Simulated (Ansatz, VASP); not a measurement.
## Two plane-wave programs on InP

The input INCAR:

```
ALGO = Normal
EDIFF = 1E-6
ENCUT = 520
ISIF = 2
ISMEAR = 0
LASPH = True
LCHARG = False
LREAL = False
LWAVE = False
NBANDS = 16
NELM = 60
PREC = Accurate
SIGMA = 0.05
```

File KPOINTS:

```
k-points
0
Gamma
  12 12 12
```

Contents of POSCAR:

```
InP
1.0
    0.0000000000      3.0866581597      2.9050900326
    2.9050900326      0.0000000000      2.9050900326
    2.9050900326      3.0866581597      0.0000000000
In P
1 1
Direct
    0.0000000000      0.0000000000      0.0000000000
    0.7500000000      0.7500000000      0.7500000000
```

Input for Ansatz:

```yaml
crystal:
  lattice:
    - [0.0, 3.0866581597, 2.9050900326]
    - [2.9050900326, 0.0, 2.9050900326]
    - [2.9050900326, 3.0866581597, 0.0]
  atoms:
    - { symbol: In, position: [0.0, 0.0, 0.0] }
    - { symbol: P, position: [0.75, 0.75, 0.75] }
basis:
  ecutwfc: 420
kpoints:
  mp_grid: { grid: [12, 12, 12] }
hamiltonian:
  xc: lda
  pseudopotentials: { kind: paw, azcp: { folder: soft_1 } }
scf:
  occupations: { method: gaussian, width: 0.05 }
output:
  forces: true
  stress: true
  eigenvalues: true
```

Alike in both runs: task single point; functional LDA; k mesh 12 × 12 × 12; occupations gaussian, width 0.05 eV; no spin polarisation.

|  | VASP | Ansatz |
| --- | --- | --- |
| version | VASP 6.6.1 | Ansatz 0.2.0 |
| potentials or method | VASP PAW LDA potentials, release 64 (In_d, P), cutoff 520 eV | scalar-relativistic, plane waves, PAW |
| valence electrons in the cell | 18 | 18 |

|  | VASP | Ansatz | Ansatz less VASP |
| --- | --- | --- | --- |
| gap on the k mesh at the Fermi level (eV) | 0.20 | 0.17 | -0.031 |
| least direct gap on the mesh (eV) | 0.20 | 0.17 | -0.031 |
| pressure (GPa) | -3.3 | -3.3 | -0.01 |
| traceless stress, the component that is largest in VASP (GPa) | -2.02 | -2.02 | -0.001 |

Ansatz warns that its potentials were made for another functional, while VASP's fit it. LDA's correlation is that of Perdew and Zunger in VASP and of Perdew and Wang (1992) in Ansatz.
